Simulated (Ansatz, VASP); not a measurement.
**One calculation of Cd2Se5, two programs**

```
Cd Se
1.0
     6.61433    0.00000    0.00000
     0.00000    6.61433    0.00000
     0.00000    0.00000    5.07077
Cd Se
2 5
Direct
  0.00000 0.00000 0.00000
  0.50000 0.50000 0.00000
  0.22800 0.50000 0.50000
  0.77200 0.50000 0.50000
  0.50000 0.22800 0.50000
  0.50000 0.77200 0.50000
  0.00000 0.00000 0.50000
```

Alike in both runs: functional PBE; k mesh 3 × 3 × 3; occupations gaussian, width 0.2 eV; no spin polarisation.

Ansatz relaxed the structure, and its values are those at the end. VASP's run is a single point on that final structure, the one shown.

|  | VASP | Ansatz |
| --- | --- | --- |
| version | VASP 6.6.1 | Ansatz 0.2.0 |
| potentials or method | VASP PAW PBE potentials, release 64 (Cd, Se), cutoff 500 eV | scalar-relativistic, plane waves, PAW |
| valence electrons in the cell | 54 | 120 |

Ansatz gave:

- gap on the k mesh at the Fermi level (eV): none
- pressure (GPa): 0.1
- rms of the force components (eV/Å): 0.003

Q: Which values does VASP return?

A: gap on the k mesh at the Fermi level (eV): none; pressure (GPa): 0.3; rms of the force components (eV/Å): 0.010.

A gap of «none» marks a metal or a gap that the smearing closes. The functional is the same, so the differences come from potentials, cutoffs and numerics. VASP's potentials hold 54 valence electrons a cell and Ansatz's 120, so a difference there can come from the potentials and not from the codes.

The k mesh is coarse, so the values compare programs but aren't converged.
